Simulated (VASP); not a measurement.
# BN (P6_3mc) in VASP: further runs

The runs below take BN through single point, with r2SCAN.

Everything below comes from runs of VASP 6.6.1. Logs are shortened: lines on timing, memory, paths and dates and some standing lists are left out, and cuts for length are marked.

### Step 1. The cell of the first run

It takes space group P6_3mc (No. 186, hexagonal). Conventional cell: a = 2.560 Å, b = 2.560 Å, c = 4.235 Å, α = 90.00°, β = 90.00°, γ = 120.00°. Within 2.1 Å of B (site symmetry 3m) lie 4 N at 1.57 to 1.59 Å. N (site symmetry 3m) has 4 B at 1.57 to 1.59 Å within 2.1 Å.

### Step 2. Single point, r2SCAN

The input, POSCAR:

```
BN
1.0
    2.5602465164      0.0000000000      0.0000000000
   -1.2801232582      2.2172385231      0.0000000000
    0.0000000000      0.0000000000      4.2348548400
B N
2 2
Direct
    0.6666666667      0.3333333333      0.0001583200
    0.3333333333      0.6666666667      0.5001583200
    0.6666666667      0.3333333333      0.3748416800
    0.3333333333      0.6666666667      0.8748416800
```

The input, INCAR.step1:

```
ALGO = Normal
EDIFF = 1E-5
ENCUT = 910
GGA = PE
GGA_COMPAT = False
ISMEAR = -1
LASPH = True
LCHARG = False
LREAL = False
LWAVE = True
NBANDS = 16
NELM = 120
PREC = Accurate
SIGMA = 0.02
```

The input, INCAR.step2:

```
ALGO = Normal
EDIFF = 1E-6
ENCUT = 910
GGA_COMPAT = False
ISIF = 2
ISMEAR = -1
ISTART = 1
LASPH = True
LCHARG = False
LMIXTAU = True
LREAL = False
LWAVE = False
METAGGA = R2SCAN
NBANDS = 16
NELM = 120
PREC = Accurate
SIGMA = 0.02
```

The input, KPOINTS:

```
k-points
0
Gamma
  12 12 8
```

Potentials or basis: VASP PAW PBE potentials, release 64 (B_h, N_h).

The run is started by

```console
$ cat potpaw_PBE.64/B_h/POTCAR potpaw_PBE.64/N_h/POTCAR > POTCAR
$ cp INCAR.step1 INCAR
$ mpirun -np 1 vasp_std > vasp.out
$ cp INCAR.step2 INCAR
$ mpirun -np 1 vasp_std > vasp.out
```

OUTCAR:

```text
EDIFF = 1E-6
   ENCUT = 910
   ISIF = 2
   ISMEAR = -1
   ISTART = 1
   LASPH = True
   LREAL = False
   METAGGA = R2SCAN
   NELM = 120
   PREC = Accurate

 ion  position               nearest neighbor table
   1  0.667  0.333  0.000-
   2  0.333  0.667  0.500-
   3  0.667  0.333  0.375-
   4  0.333  0.667  0.875-

  LATTYP: Found a hexagonal cell.
 ALAT       =     2.5602465164
 C/A-ratio  =     1.6540808914

  Lattice vectors:

 A1 = (   2.5602465164,   0.0000000000,   0.0000000000)
 A2 = (  -1.2801232582,   2.2172385231,   0.0000000000)
 A3 = (   0.0000000000,   0.0000000000,   4.2348548400)

Analysis of symmetry for initial positions (statically):
=====================================================================
 Subroutine PRICEL returns:
 Original cell was already a primitive cell.

 Routine SETGRP: Setting up the symmetry group for a
 hexagonal supercell.

 Subroutine GETGRP returns: Found 12 space group operations
 (whereof  6 operations were pure point group operations)
 out of a pool of 24 trial point group operations.

The static configuration has the point symmetry C_3v.
 The point group associated with its full space group is C_6v.

Analysis of symmetry for dynamics (positions and initial velocities):
=====================================================================
 Subroutine PRICEL returns:
 Original cell was already a primitive cell.

 Routine SETGRP: Setting up the symmetry group for a
 hexagonal supercell.

 Subroutine GETGRP returns: Found 12 space group operations
 (whereof  6 operations were pure point group operations)
 out of a pool of 24 trial point group operations.

The dynamic configuration has the point symmetry C_3v.
 The point group associated with its full space group is C_6v.

 Subroutine INISYM returns: Found 12 space group operations
 (whereof  6 operations are pure point group operations),
 and found     1 'primitive' translations

----------------------------------------------------------------------------------------

                                     Primitive cell

  volume of cell :      24.0399

  direct lattice vectors                    reciprocal lattice vectors
     2.560246516  0.000000000  0.000000000     0.390587388  0.225505734  0.000000000
    -1.280123258  2.217238523  0.000000000     0.000000000  0.451011467  0.000000000
     0.000000000  0.000000000  4.234854840     0.000000000  0.000000000  0.236135603
[... 89 lines left out ...]
   LREAL  =      F    real-space projection
   EDIFFG = 0.1E-04   stopping-criterion for IOM
   NSW    =      0    number of steps for IOM
   IBRION =     -1    ionic relax: 0-MD 1-quasi-New 2-CG
   NFREE  =      0    steps in history (QN), initial steepest desc. (CG)
   ISIF   =      2    stress and relaxation
   ISYM   =      2    0-nonsym 1-usesym 2-fastsym
   POTIM  = 0.5000    time-step for ionic-motion
   TEBEG  =    0.0;   TEEND  =   0.0 temperature during run
   PSTRESS=    0.0 pullay stress
   NELECT =      16.0000    total number of electrons
   NUPDOWN=      -1.0000    fix difference up-down
   EMIN   =  10.00;   EMAX   =-10.00  energy-range for DOS
   EFERMI =   0.00;   METHOD = LEGACY
   ISMEAR =    -1;   SIGMA  =   0.02  broadening in eV -4-tet -1-fermi 0-gaus
   EFERMI_NEDOS =   21; number of points for ismear=-14 and -15
   IALGO  =     38    algorithm
   IMIX   =      4    mixing-type and parameters
     AMIX     =   0.40;   BMIX     =  1.00
     AMIX_MAG =   1.60;   BMIX_MAG =  1.00
  volume/ion in A,a.u.               =       6.01        40.56
  Fermi-wavevector in a.u.,A,eV,Ry     =   1.429346  2.701072 27.797095  2.043029
  Thomas-Fermi vector in A             =   2.549309
   LORBIT       =      0    0 simple, 1 ext, 2 COOP (PROOUT), +10 PAW based schemes
   METAGGA = R2SCAN    functional components
   LHFCALC =     F    Hartree Fock is set to
   AEXX    =    0.0000 exact exchange contribution
   IVDW    =     0    specifies the selected vdW correction
   LEPSILON=     F    determine dielectric tensor
   LRPA    =     F    only Hartree local field effects (RPA)
 non-spin polarized calculation
  energy-cutoff  :      910.00
  volume of cell :       24.04
 maximum number of plane-waves:      1521
 NGX is ok and might be reduce to    28
   NGX = 13   NGY = 13   NGZ = 21

 number of electron      15.9999999 magnetization

 Free energy of the ion-electron system (eV)
  ---------------------------------------------------
  ext. energy  EPLUGINS =         0.00000000
  ---------------------------------------------------
  free energy    TOTEN  =       -38.31090557 eV

  energy without entropy =      -38.31090557  energy(sigma->0) =      -38.31090557

 E-fermi :   9.2898     XC(G=0): -13.6534

 val. band max:        8.8397756049   @ k =   0.0000   0.0000   0.0000
 cond. band min:      14.6049733616   @ k =   0.3333   0.3333   0.0000
 fundamental gap:      5.7651977567
 Fermi energy:         9.2898261852

 k-point     1 :       0.0000    0.0000    0.0000
  band No.  band energies     occupation
      1     -12.4199      2.00000
      2      -8.2726      2.00000
      3      -2.2948      2.00000
      4       6.6769      2.00000
      5       6.6769      2.00000
      6       8.5810      2.00000
[... 433 lines left out ...]
      3      -0.1744      2.00000
      4       0.9969      2.00000
      5       2.8327      2.00000
      6       4.3982      2.00000
[... 8 lines left out ...]
     15      25.9401      0.00000
     16      26.0123      0.00000

 [... further k-points ...]

------------------------ aborting loop because EDIFF is reached ----------------------------------------

  FORCE on cell =-STRESS in cart. coord.  units (eV):
  Direction    XX          YY          ZZ          XY          YZ          ZX
  --------------------------------------------------------------------------------------
  -------------------------------------------------------------------------------------
  Total       -1.1668430     -1.1668430     -1.1756755      0.0000000      0.0000000     -0.0000000
  in kB      -77.7660949    -77.7660949    -78.3547467      0.0000000      0.0000000     -0.0000000
  external PRESSURE =     -77.9623122 kB  Pullay stress =       0.0000000 kB

 VOLUME and BASIS-vectors are now :
 -----------------------------------------------------------------------------
  energy-cutoff  :      910.00
  volume of cell :       24.04
      direct lattice vectors                 reciprocal lattice vectors
     2.560246516  0.000000000  0.000000000     0.390587388  0.225505734  0.000000000
    -1.280123258  2.217238523  0.000000000     0.000000000  0.451011467  0.000000000
     0.000000000  0.000000000  4.234854840     0.000000000  0.000000000  0.236135603

 POSITION                                       TOTAL-FORCE (eV/Angst)
 -----------------------------------------------------------------------------------
      1.28012      0.73908      0.00067        -0.000000     -0.000000     -0.008825
     -0.00000      1.47816      2.11810         0.000000     -0.000000     -0.008825
      1.28012      0.73908      1.58740        -0.000000      0.000000      0.008825
     -0.00000      1.47816      3.70483         0.000000     -0.000000      0.008825
 -----------------------------------------------------------------------------------
    total drift:                                0.000000      0.000000     -0.014522

  FREE ENERGIE OF THE ION-ELECTRON SYSTEM (eV)
  ---------------------------------------------------
  free  energy   TOTEN  =       -38.3109055692 eV

  energy  without entropy=      -38.3109055692  energy(sigma->0) =      -38.31090557
```

It took 2.3 min on 1 thread of Intel Xeon 6975P-C (Granite Rapids), shared host; peak memory 0.22 GiB.

What came out:

```
Free energy            : -38.3109 eV
Pressure               : -7.8 GPa
Largest force          : 0.009 eV/Å
Band gap on the k mesh : 5.77 eV (least direct gap 8.90 eV)
```

Forces in eV/Å, atoms in the order of the input:
```
B    0.000  0.000 -0.009
B    0.000  0.000 -0.009
N    0.000  0.000  0.009
N    0.000  0.000  0.009
```

Caveat: the cutoff is under 1.25 times the usual one of these potentials, so pressure, stress and relaxed cells hold a basis-set (Pulay) error; the cell stands under tension; the PAW data sets were made with another functional, which shifts forces and pressure a little. r2SCAN opens gaps a little over a GGA but as a rule still falls short of measured ones.

### Step 3. Single point, r2SCAN

This run uses another cell than the first one, of 5.89 Å³/atom.

The input, POSCAR:

```
BN
1.0
    2.5434023000      0.0000000000      0.0000000000
   -1.2717011500      2.2026510100      0.0000000000
    0.0000000000      0.0000000000      4.2069931400
B N
2 2
Direct
    0.6666666700      0.3333333300      0.0001583200
    0.3333333300      0.6666666700      0.5001583200
    0.6666666700      0.3333333300      0.3748416800
    0.3333333300      0.6666666700      0.8748416800
```

The input, INCAR.step1:

```
ALGO = Normal
EDIFF = 1E-5
ENCUT = 910
GGA = PE
GGA_COMPAT = F
ISMEAR = -1
LASPH = T
LCHARG = F
LREAL = F
LWAVE = T
NBANDS = 16
NELM = 120
PREC = Accurate
SIGMA = 0.02
```

The input, INCAR.step2:

```
ALGO = Normal
EDIFF = 1E-6
ENCUT = 910
GGA_COMPAT = F
ISIF = 2
ISMEAR = -1
ISTART = 1
LASPH = T
LCHARG = F
LMIXTAU = T
LREAL = F
LWAVE = F
METAGGA = R2SCAN
NBANDS = 16
NELM = 120
PREC = Accurate
SIGMA = 0.02
```

KPOINTS is that of step 2.

Potentials or basis: VASP PAW PBE potentials, release 64 (B_h, N_h).

The run is started by

```console
$ cat potpaw_PBE.64/B_h/POTCAR potpaw_PBE.64/N_h/POTCAR > POTCAR
$ cp INCAR.step1 INCAR
$ mpirun -np 1 vasp_std > vasp.out
$ cp INCAR.step2 INCAR
$ mpirun -np 1 vasp_std > vasp.out
```

Wall time 4.9 min (1 thread of AMD EPYC 7R43 (Zen 3), shared host); peak memory 0.19 GiB.

It converged, with:

* Free energy: -38.3217 eV
* Pressure: -0.3 GPa
* Largest force: 0.007 eV/Å
* Band gap on the k mesh: 5.74 eV (least direct gap 9.01 eV)

Forces in eV/Å, atoms in the order of the input:
```
B    0.000  0.000  0.007
B    0.000  0.000  0.007
N    0.000  0.000 -0.007
N    0.000  0.000 -0.007
```

Levels at points of the mesh, in eV from the valence-band top:
| k point | band 4 | band 5 | band 6 | band 7 | band 8 | band 9 | band 10 | band 11 | band 12 | band 13 |
| --- | --- | --- | --- | --- | --- | --- | --- | --- | --- | --- |
| (0.00, 0.00, 0.00) | -2.21 | -2.21 | -0.27 | 0.00 | 0.00 | 9.10 | 9.10 | 9.33 | 10.23 | 11.57 |
| (0.50, 0.00, 0.00) | -8.16 | -7.20 | -5.19 | -4.52 | -2.20 | 7.31 | 8.62 | 11.41 | 12.24 | 13.87 |
| (0.00, 0.00, 0.50) | -5.96 | -1.22 | -1.22 | -1.22 | -1.22 | 10.26 | 10.26 | 10.71 | 10.71 | 10.71 |
| (0.50, 0.00, 0.50) | -10.42 | -3.92 | -3.92 | -3.72 | -3.72 | 7.22 | 7.22 | 10.73 | 10.73 | 15.35 |

Caveat: the cutoff is under 1.25 times the usual one of these potentials, so pressure, stress and relaxed cells hold a basis-set (Pulay) error; the PAW data sets were made with another functional, which shifts forces and pressure a little. r2SCAN opens gaps a little over a GGA but as a rule still falls short of measured ones.

### Step 4. Single point, r2SCAN

This run uses another cell than the first one, of 5.89 Å³/atom.

The input, POSCAR:

```
BN
1.0
    2.5434023036      0.0000000000      0.0000000000
   -1.2717011518      2.2026510069      0.0000000000
    0.0000000000      0.0000000000      4.2069931400
B N
2 2
Direct
    0.6666666667      0.3333333333      0.0001583200
    0.3333333333      0.6666666667      0.5001583200
    0.6666666667      0.3333333333      0.3748416800
    0.3333333333      0.6666666667      0.8748416800
```

The input, INCAR.step1:

```
PREC = Accurate ; ENCUT = 910
ISMEAR = -1 ; SIGMA = 0.02
LREAL = F ; LASPH = T
NELM = 120 ; NBANDS = 16
GGA = PE ; ALGO = Normal
EDIFF = 1E-5 ; LWAVE = T
LCHARG = F ; GGA_COMPAT = F
```

The input, INCAR.step2:

```
PREC = Accurate ; ENCUT = 910
EDIFF = 1E-6 ; ISMEAR = -1
SIGMA = 0.02 ; LREAL = F
LASPH = T ; NELM = 120
ALGO = Normal ; ISIF = 2
LWAVE = F ; LCHARG = F
METAGGA = R2SCAN ; LMIXTAU = T
NBANDS = 16 ; ISTART = 1
GGA_COMPAT = F
```

The input, KPOINTS:

```
Automatic mesh
0
Gamma
  12 12 8
```

The run is started by

```console
$ cat potpaw_PBE.64/B_h/POTCAR potpaw_PBE.64/N_h/POTCAR > POTCAR
$ cp INCAR.step1 INCAR
$ mpirun -np 1 vasp_std > vasp.out
$ cp INCAR.step2 INCAR
$ mpirun -np 1 vasp_std > vasp.out
```

It took 4.9 min on 1 thread of Intel Xeon Platinum 8488C (Sapphire Rapids), shared host; peak memory 0.22 GiB.

Results (log left out):

- Free energy: -38.3217 eV
- Pressure: -0.3 GPa
- Largest force: 0.007 eV/Å
- Band gap on the k mesh: 5.74 eV (least direct gap 9.01 eV)

Forces on the atoms (eV/Å):
```
B    0.000  0.000  0.007
B    0.000  0.000  0.007
N    0.000  0.000 -0.007
N    0.000  0.000 -0.007
```

Levels at points of the mesh, in eV from the valence-band top:
```csv
k point,band 5,band 6,band 7,band 8,band 9,band 10,band 11,band 12
"(0.00, 0.00, 0.00)",-2.21,-0.27,0.00,0.00,9.10,9.10,9.33,10.23
"(0.50, 0.00, 0.00)",-7.20,-5.19,-4.52,-2.20,7.31,8.62,11.41,12.24
"(0.00, 0.00, 0.50)",-1.22,-1.22,-1.22,-1.22,10.26,10.26,10.71,10.71
"(0.50, 0.00, 0.50)",-3.92,-3.92,-3.72,-3.72,7.22,7.22,10.73,10.73
```

Caveat: the cutoff is under 1.25 times the usual one of these potentials, so pressure, stress and relaxed cells hold a basis-set (Pulay) error; the PAW data sets were made with another functional, which shifts forces and pressure a little.
